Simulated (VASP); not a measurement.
# MgPb2N2 (P-3m1) in VASP: notebook, part 2 of 2

VASP 6.6.1. The steps go on from the part before.

### Step 3. Single point, LDA

This run uses another cell than the first one, of the same volume but with other edges.

The input, INCAR:

```
ALGO     = Normal         # electronic algorithm
EDIFF    = 1E-6           # SCF threshold, eV
ENCUT    = 520            # plane-wave cutoff, eV
ISIF     = 2              # what is computed and relaxed
ISMEAR   = 0              # smearing method
LASPH    = T              # aspherical terms in the spheres
LCHARG   = F              # write CHGCAR
LREAL    = F              # projectors in reciprocal space
LWAVE    = F              # write WAVECAR
NBANDS   = 28             # bands
NELM     = 80             # most SCF steps
PREC     = Accurate       # precision mode
SIGMA    = 0.05           # smearing width, eV
```

The input, KPOINTS:

```
k-points
0
Gamma
  12 12 4
```

The input, POSCAR:

```
MgPb2N2
1.0
    3.1077206610      0.0000000000      0.0000000000
   -1.5538603305      2.6913650403      0.0000000000
    0.0000000000      0.0000000000     11.0001157453
Mg Pb N
1 2 2
Direct
    0.0000000000      0.0000000000      0.0000000000
    0.6666666667      0.3333333333      0.2865500000
    0.3333333333      0.6666666667      0.7134500000
    0.6666666667      0.3333333333      0.8618210000
    0.3333333333      0.6666666667      0.1381790000
```

Potentials or basis: VASP PAW LDA potentials, release 64 (Mg, Pb_d, N).

Run with:

```console
$ cat potpaw_LDA.64/Mg/POTCAR potpaw_LDA.64/Pb_d/POTCAR potpaw_LDA.64/N/POTCAR > POTCAR
$ mpirun -np 1 vasp_std > vasp.out
```

OUTCAR:

```text
EDIFF = 1E-6
   ENCUT = 520
   ISIF = 2
   ISMEAR = 0
   LASPH = T
   LREAL = F
   NELM = 80
   PREC = Accurate

 ion  position               nearest neighbor table
   1  0.000  0.000  0.000-   4 2.35   5 2.35   4 2.35   5 2.35   4 2.35   5 2.35   2 3.63   3 3.63
                             3 3.63   2 3.63   2 3.63   3 3.63
   2  0.667  0.333  0.287-   5 2.43   5 2.43   5 2.43   1 3.63   1 3.63   1 3.63
   3  0.333  0.667  0.713-   4 2.43   4 2.43   4 2.43   1 3.63   1 3.63   1 3.63
   4  0.667  0.333  0.862-   1 2.35   1 2.35   1 2.35   3 2.43   3 2.43   3 2.43
   5  0.333  0.667  0.138-   1 2.35   1 2.35   1 2.35   2 2.43   2 2.43   2 2.43

  LATTYP: Found a hexagonal cell.
 ALAT       =     3.1077206610
 C/A-ratio  =     3.5396089112

  Lattice vectors:

 A1 = (   3.1077206610,   0.0000000000,   0.0000000000)
 A2 = (  -1.5538603305,   2.6913650403,   0.0000000000)
 A3 = (   0.0000000000,   0.0000000000,  11.0001157453)

Analysis of symmetry for initial positions (statically):
=====================================================================
 Subroutine PRICEL returns:
 Original cell was already a primitive cell.

 Routine SETGRP: Setting up the symmetry group for a
 hexagonal supercell.

 Subroutine GETGRP returns: Found 12 space group operations
 (whereof 12 operations were pure point group operations)
 out of a pool of 24 trial point group operations.

The static configuration has the point symmetry D_3d.

Analysis of symmetry for dynamics (positions and initial velocities):
=====================================================================
 Subroutine PRICEL returns:
 Original cell was already a primitive cell.

 Routine SETGRP: Setting up the symmetry group for a
 hexagonal supercell.

 Subroutine GETGRP returns: Found 12 space group operations
 (whereof 12 operations were pure point group operations)
[... 126 lines left out ...]
   IMIX   =      4    mixing-type and parameters
     AMIX     =   0.40;   BMIX     =  1.00
     AMIX_MAG =   1.60;   BMIX_MAG =  1.00
  volume/ion in A,a.u.               =      18.40       124.18
  Fermi-wavevector in a.u.,A,eV,Ry     =   1.240198  2.343634 20.926986  1.538090
  Thomas-Fermi vector in A             =   2.374649
   LORBIT       =      0    0 simple, 1 ext, 2 COOP (PROOUT), +10 PAW based schemes
   GGA     = CA    functional components
   LHFCALC =     F    Hartree Fock is set to
   AEXX    =    0.0000 exact exchange contribution
   IVDW    =     0    specifies the selected vdW correction
   LEPSILON=     F    determine dielectric tensor
   LRPA    =     F    only Hartree local field effects (RPA)
 non-spin polarized calculation
 Gauss-broadening in eV      SIGMA  =   0.05
  energy-cutoff  :      520.00
  volume of cell :       92.01
 maximum number of plane-waves:      2504
   NGX = 11   NGY = 11   NGZ = 41

 number of electron      39.9999997 magnetization

 Free energy of the ion-electron system (eV)
  ---------------------------------------------------
  ext. energy  EPLUGINS =         0.00000000
  ---------------------------------------------------
  free energy    TOTEN  =       -26.95510898 eV

  energy without entropy =      -26.95028845  energy(sigma->0) =      -26.95269872

 E-fermi :   5.6220     XC(G=0): -10.3636

 val. band max:        5.6124656625   @ k =   0.0833   0.0833   0.0000
 cond. band min:       5.6307861644   @ k =   0.0833   0.0000   0.0000
 fundamental gap:      0.0183205019
 Fermi energy:         5.6219735105

 k-point     1 :       0.0000    0.0000    0.0000
  band No.  band energies     occupation
      1     -11.5259      2.00000
      2     -11.5242      2.00000
      3     -11.5220      2.00000
      4     -11.5220      2.00000
      5     -11.5219      2.00000
      6     -11.5219      2.00000
[... 733 lines left out ...]
     27      14.6959      0.00000
     28      14.8745      0.00000

 [... further k-points ...]

------------------------ aborting loop because EDIFF is reached ----------------------------------------

  FORCE on cell =-STRESS in cart. coord.  units (eV):
  Direction    XX          YY          ZZ          XY          YZ          ZX
  --------------------------------------------------------------------------------------
  -------------------------------------------------------------------------------------
  Total        5.2855579      5.2855579    -15.2140796      0.0000000      0.0000000      0.0000000
  in kB       92.0427488     92.0427488   -264.9381074      0.0000000      0.0000000      0.0000000
  external PRESSURE =     -26.9508699 kB  Pullay stress =       0.0000000 kB

 VOLUME and BASIS-vectors are now :
 -----------------------------------------------------------------------------
  energy-cutoff  :      520.00
  volume of cell :       92.01
      direct lattice vectors                 reciprocal lattice vectors
     3.107720661  0.000000000  0.000000000     0.321779242  0.185779332  0.000000000
    -1.553860331  2.691365040  0.000000000     0.000000000  0.371558664  0.000000000
     0.000000000  0.000000000 11.000115745     0.000000000  0.000000000  0.090908134

 POSITION                                       TOTAL-FORCE (eV/Angst)
 -----------------------------------------------------------------------------------
      0.00000      0.00000      0.00000         0.000000      0.000000      0.000000
      1.55386      0.89712      3.15208        -0.000000     -0.000000     -2.486159
     -0.00000      1.79424      7.84803         0.000000      0.000000      2.486159
      1.55386      0.89712      9.48013         0.000000      0.000000     -0.405277
     -0.00000      1.79424      1.51998        -0.000000      0.000000      0.405277
 -----------------------------------------------------------------------------------
    total drift:                               -0.000000      0.000000      0.000000

  FREE ENERGIE OF THE ION-ELECTRON SYSTEM (eV)
  ---------------------------------------------------
  free  energy   TOTEN  =       -26.9551089842 eV

  energy  without entropy=      -26.9502884469  energy(sigma->0) =      -26.95269872
```

OSZICAR:

```text
N       E                     dE             d eps       ncg     rms          rms(c)
DAV:   1     0.439888096068E+03    0.43989E+03   -0.19699E+04  3864   0.161E+03
DAV:   2     0.252992897646E+02   -0.41459E+03   -0.39935E+03  3980   0.428E+02
DAV:   3    -0.303547170445E+02   -0.55654E+02   -0.53769E+02  5180   0.171E+02
DAV:   4    -0.329926557923E+02   -0.26379E+01   -0.26258E+01  4808   0.377E+01
DAV:   5    -0.330706329938E+02   -0.77977E-01   -0.77928E-01  5220   0.705E+00    0.124E+01
DAV:   6    -0.279241136167E+02    0.51465E+01   -0.45535E+01  6488   0.582E+01    0.750E+00
DAV:   7    -0.270585342956E+02    0.86558E+00   -0.85463E+00  4876   0.155E+01    0.313E+00
DAV:   8    -0.270671437440E+02   -0.86094E-02   -0.68711E-01  4468   0.427E+00    0.206E+00
DAV:   9    -0.269926860183E+02    0.74458E-01   -0.14982E-01  5504   0.243E+00    0.152E+00
DAV:  10    -0.269558797381E+02    0.36806E-01   -0.98303E-02  5472   0.172E+00    0.391E-01
DAV:  11    -0.269559412302E+02   -0.61492E-04   -0.12191E-02  4920   0.592E-01    0.253E-01
DAV:  12    -0.269550883364E+02    0.85289E-03   -0.36867E-03  6224   0.402E-01    0.290E-02
DAV:  13    -0.269551136664E+02   -0.25330E-04   -0.34685E-04  4388   0.104E-01    0.243E-02
DAV:  14    -0.269551089087E+02    0.47577E-05   -0.29925E-05  5444   0.441E-02    0.113E-02
DAV:  15    -0.269551089842E+02   -0.75505E-07   -0.11505E-06  2980   0.104E-02
   1 F= -.26955109E+02 E0= -.26952699E+02  d E =-.482054E-02
```

Wall time 64 s (1 thread of Intel Xeon 6975P-C (Granite Rapids), shared host); peak memory 0.29 GiB.

What came out:

| Quantity | Value |
| --- | --- |
| Free energy | -26.9551 eV |
| Pressure | -2.7 GPa |
| Largest force | 2.486 eV/Å |
| Band gap on the k mesh | zero (band 20 reaches 5.86 eV, above the bottom of band 21 at 5.28 eV) |

Forces on the atoms (eV/Å):
```
Mg   0.000  0.000  0.000
Pb   0.000  0.000 -2.486
Pb   0.000  0.000  2.486
N    0.000  0.000 -0.405
N    0.000  0.000  0.405
```

Levels at points of the mesh, in eV from the Fermi level:
```
           k point  band 16  band 17  band 18  band 19  band 20  band 21  band 22  band 23  band 24  band 25
(0.00, 0.00, 0.00)    -1.97     0.08     0.08     0.23     0.23     0.56     3.38     5.39     7.43     8.85
(0.50, 0.00, 0.00)    -4.32    -2.88    -2.16    -0.96    -0.77    -0.35     0.61     4.16     4.41     6.31
(0.00, 0.00, 0.50)    -2.60     0.08     0.08     0.23     0.23     1.68     2.24     6.26     6.60     9.80
(0.50, 0.00, 0.50)    -4.35    -2.91    -2.18    -0.96    -0.78    -0.28     0.66     3.72     4.75     6.30
```

Caveat: spin-orbit coupling is left out, which moves the levels of the heavy elements; forces of over 1 eV/Å act on the atoms, so gaps and moduli don't describe the material at rest.

### Step 4. Single point, LDA

This run uses another cell than the first one, of the same volume but with other edges.

The input, INCAR:

```
  PREC = Accurate
  ENCUT = 520
  EDIFF = 1E-6
  ISMEAR = 0
  SIGMA = 0.05
  LREAL = False
  LASPH = True
  NELM = 60
  ALGO = Normal
  ISIF = 2
  LWAVE = False
  LCHARG = True
  LELF = True
  LVHAR = True
  NBANDS = 28
```

The input, KPOINTS:

```
Automatic mesh
0
Gamma
  12 12 4
```

Edit POSCAR of step 3 so:

```diff
@@ -2,5 +2,5 @@
 1.0
-    3.1077206610      0.0000000000      0.0000000000
-   -1.5538603305      2.6913650403      0.0000000000
-    0.0000000000      0.0000000000     11.0001157453
+    3.1917535042      0.0000000000      0.0000000000
+   -1.5958767521      2.7641396173      0.0000000000
+    0.0000000000      0.0000000000     10.4285161347
 Mg Pb N
```

Potentials or basis: VASP PAW LDA potentials, release 64 (Mg, Pb_d, N).

Run with:

```console
$ cat potpaw_LDA.64/Mg/POTCAR potpaw_LDA.64/Pb_d/POTCAR potpaw_LDA.64/N/POTCAR > POTCAR
$ mpirun -np 1 vasp_std > vasp.out
```

OUTCAR:

```text
PREC = Accurate
   ENCUT = 520
   EDIFF = 1E-6
   ISMEAR = 0
   LREAL = False
   LASPH = True
   NELM = 60
   ISIF = 2

 ion  position               nearest neighbor table
   1  0.000  0.000  0.000-   4 2.34   5 2.34   4 2.34   5 2.34   4 2.34   5 2.34   2 3.51   3 3.51
                             3 3.51   2 3.51   2 3.51   3 3.51
   2  0.667  0.333  0.287-   5 2.41   5 2.41   5 2.41   1 3.51   1 3.51   1 3.51
   3  0.333  0.667  0.713-   4 2.41   4 2.41   4 2.41   1 3.51   1 3.51   1 3.51
   4  0.667  0.333  0.862-   1 2.34   1 2.34   1 2.34   3 2.41   3 2.41   3 2.41
   5  0.333  0.667  0.138-   1 2.34   1 2.34   1 2.34   2 2.41   2 2.41   2 2.41

  LATTYP: Found a hexagonal cell.
 ALAT       =     3.1917535042
 C/A-ratio  =     3.2673313027

  Lattice vectors:

 A1 = (   3.1917535042,   0.0000000000,   0.0000000000)
 A2 = (  -1.5958767521,   2.7641396173,   0.0000000000)
 A3 = (   0.0000000000,   0.0000000000,  10.4285161347)

Analysis of symmetry for initial positions (statically):
=====================================================================
 Subroutine PRICEL returns:
 Original cell was already a primitive cell.

 Routine SETGRP: Setting up the symmetry group for a
 hexagonal supercell.

 Subroutine GETGRP returns: Found 12 space group operations
 (whereof 12 operations were pure point group operations)
 out of a pool of 24 trial point group operations.

The static configuration has the point symmetry D_3d.

Analysis of symmetry for dynamics (positions and initial velocities):
=====================================================================
 Subroutine PRICEL returns:
 Original cell was already a primitive cell.

 Routine SETGRP: Setting up the symmetry group for a
 hexagonal supercell.

 Subroutine GETGRP returns: Found 12 space group operations
 (whereof 12 operations were pure point group operations)
 out of a pool of 24 trial point group operations.

The dynamic configuration has the point symmetry D_3d.
[... 124 lines left out ...]
     AMIX     =   0.40;   BMIX     =  1.00
     AMIX_MAG =   1.60;   BMIX_MAG =  1.00
  volume/ion in A,a.u.               =      18.40       124.18
  Fermi-wavevector in a.u.,A,eV,Ry     =   1.240198  2.343634 20.926986  1.538090
  Thomas-Fermi vector in A             =   2.374649
   LORBIT       =      0    0 simple, 1 ext, 2 COOP (PROOUT), +10 PAW based schemes
   GGA     = CA    functional components
   LHFCALC =     F    Hartree Fock is set to
   AEXX    =    0.0000 exact exchange contribution
   IVDW    =     0    specifies the selected vdW correction
   LEPSILON=     F    determine dielectric tensor
   LRPA    =     F    only Hartree local field effects (RPA)
 non-spin polarized calculation
 Gauss-broadening in eV      SIGMA  =   0.05
  energy-cutoff  :      520.00
  volume of cell :       92.01
 maximum number of plane-waves:      2500
   NGX = 11   NGY = 11   NGZ = 39

 number of electron      39.9999998 magnetization

 Free energy of the ion-electron system (eV)
  ---------------------------------------------------
  ext. energy  EPLUGINS =         0.00000000
  ---------------------------------------------------
  free energy    TOTEN  =       -27.92711480 eV

  energy without entropy =      -27.92637618  energy(sigma->0) =      -27.92674549

 E-fermi :   5.5940     XC(G=0): -10.3910

 val. band max:        5.5720428303   @ k =   0.0000   0.0000   0.0000
 cond. band min:       5.6097400724   @ k =   0.5000   0.0000   0.0000
 fundamental gap:      0.0376972420
 Fermi energy:         5.5939810688

 k-point     1 :       0.0000    0.0000    0.0000
  band No.  band energies     occupation
      1     -11.3918      2.00000
      2     -11.3918      2.00000
      3     -11.3917      2.00000
      4     -11.3917      2.00000
      5     -11.3582      2.00000
      6     -11.3554      2.00000
[... 733 lines left out ...]
     27      13.9996      0.00000
     28      14.2277      0.00000

 [... further k-points ...]

------------------------ aborting loop because EDIFF is reached ----------------------------------------

  FORCE on cell =-STRESS in cart. coord.  units (eV):
  Direction    XX          YY          ZZ          XY          YZ          ZX
  --------------------------------------------------------------------------------------
  -------------------------------------------------------------------------------------
  Total        2.3864387      2.3864387    -12.9442991      0.0000000     -0.0000000      0.0000000
  in kB       41.5574634     41.5574634   -225.4121310      0.0000000     -0.0000000      0.0000000
  external PRESSURE =     -47.4324014 kB  Pullay stress =       0.0000000 kB

 VOLUME and BASIS-vectors are now :
 -----------------------------------------------------------------------------
  energy-cutoff  :      520.00
  volume of cell :       92.01
      direct lattice vectors                 reciprocal lattice vectors
     3.191753504  0.000000000  0.000000000     0.313307403  0.180888113  0.000000000
    -1.595876752  2.764139617  0.000000000     0.000000000  0.361776226  0.000000000
     0.000000000  0.000000000 10.428516135     0.000000000  0.000000000  0.095890919

 POSITION                                       TOTAL-FORCE (eV/Angst)
 -----------------------------------------------------------------------------------
      0.00000      0.00000      0.00000         0.000000      0.000000      0.000000
      1.59588      0.92138      2.98829        -0.000000      0.000000     -2.368044
     -0.00000      1.84276      7.44022        -0.000000     -0.000000      2.368044
      1.59588      0.92138      8.98751         0.000000      0.000000     -0.698208
     -0.00000      1.84276      1.44100        -0.000000     -0.000000      0.698208
 -----------------------------------------------------------------------------------
    total drift:                               -0.000000      0.000000      0.000000

  FREE ENERGIE OF THE ION-ELECTRON SYSTEM (eV)
  ---------------------------------------------------
  free  energy   TOTEN  =       -27.9271148034 eV

  energy  without entropy=      -27.9263761807  energy(sigma->0) =      -27.92674549
```

stdout:

```text
POSCAR found type information on POSCAR MgPbN
 POSCAR found :  3 types and       5 ions
 scaLAPACK will be used
 LDA part: xc-table for (Slater(with rela. corr.)+CA(PZ))
 , standard interpolation
 POSCAR, INCAR and KPOINTS ok, starting setup
 FFT: planning ... GRIDC
 FFT: planning ... GRID_SOFT
 FFT: planning ... GRID
 WAVECAR not read
 entering main loop
```

Wall time 68 s (1 thread of Intel Xeon 6975P-C (Granite Rapids), shared host); peak memory 0.29 GiB.

What came out:

| Item | Value |
| --- | --- |
| Free energy | -27.9271 eV |
| Pressure | -4.7 GPa |
| Largest force | 2.368 eV/Å |
| Band gap on the k mesh | 0.04 eV, indirect (least direct gap 0.76 eV) |

Forces on the atoms (eV/Å):
```
Mg   0.000  0.000  0.000
Pb   0.000  0.000 -2.368
Pb   0.000  0.000  2.368
N    0.000  0.000 -0.698
N    0.000  0.000  0.698
```

Stress tensor (GPa, compression positive):
```
  4.16   0.00   0.00
  0.00   4.16   0.00
  0.00   0.00 -22.54
```

Caveat: spin-orbit coupling is left out, which moves the levels of the heavy elements; forces of over 1 eV/Å act on the atoms, so gaps and moduli don't describe the material at rest. A k mesh can miss the band edges.

### Step 5. The runs side by side

| cell | gap on the mesh (eV) | pressure (GPa) | largest force (eV/Å) |
| --- | --- | --- | --- |
| a = 3.654, b = 3.654, c = 7.958 Å, angles 90.0, 90.0, 120.0°, 5 atoms | none | -6.5 | 0.85 |
| a = 3.108, b = 3.108, c = 11.000 Å, angles 90.0, 90.0, 120.0°, 5 atoms | none | -2.7 | 2.49 |
| a = 3.192, b = 3.192, c = 10.429 Å, angles 90.0, 90.0, 120.0°, 5 atoms | 0.04 | -4.7 | 2.37 |

Alike in all rows: task single point; level LDA; potentials or basis VASP PAW LDA potentials, release 64 (Mg, Pb_d, N); no spin polarisation; k mesh 12 × 12 × 4; cutoff (eV) 520; smearing gaussian 0.05 eV.

Caveats: spin-orbit coupling is left out, which moves the levels of the heavy elements; forces of over 1 eV/Å act on the atoms, so gaps and moduli don't describe the material at rest (some runs).

Total energies depend on the potentials used, so only differences within one code and one set of settings carry meaning.
